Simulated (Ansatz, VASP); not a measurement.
# Mg8O7: VASP beside Ansatz

```
Mg O
1.0
     0.00000    4.25370   -4.25370
     4.25370    4.25370    0.00000
     4.25370    0.00000   -4.25370
Mg O
8 7
Cartesian
  2.1276 -0.0084 -2.1303
  4.2495 2.1126 -2.1290
  2.1216 2.1162 -4.2575
  4.2487 4.2429 -4.2601
  4.2483 -0.0087 -4.2501
  6.3753 2.1161 -4.2570
  4.2490 2.1230 -6.3843
  6.3717 4.2418 -6.3838
  2.1233 2.1162 -2.1301
  4.2493 6.3731 -4.2557
  2.1220 4.2450 -4.2572
  6.3754 4.2441 -4.2561
  4.2491 2.1168 -4.2561
  6.3765 6.3724 -6.3833
  4.2511 4.2445 -6.3818
```

Change from the starting cell: O vacancy (site b), charge +0, atoms relaxed at the host's cell.

Alike in both runs: functional PBE; k mesh 2 × 2 × 2; occupations gaussian, width 0.01 eV; no spin polarisation.

Ansatz relaxed the structure, and its values are those at the end. VASP's run is a single point on that final structure, the one shown.

```csv
,VASP,Ansatz
version,VASP 6.6.1,Ansatz 0.2.0
potentials or method,"VASP PAW PBE potentials, release 64 (Mg, O), cutoff 520 eV","scalar-relativistic, plane waves, PAW"
valence electrons in the cell,58,122
```

```csv
,VASP,Ansatz,Ansatz less VASP
gap on the k mesh at the Fermi level (eV),2.28,2.28,+0.004
least direct gap on the mesh (eV),2.53,2.54,+0.004
rms of the force components (eV/Å),0.009,0.007,-0.0015
```

VASP's potentials hold 58 valence electrons a cell and Ansatz's 122, so a difference there can come from the potentials and not from the codes.

The k mesh is coarse, so the values compare programs but aren't converged.
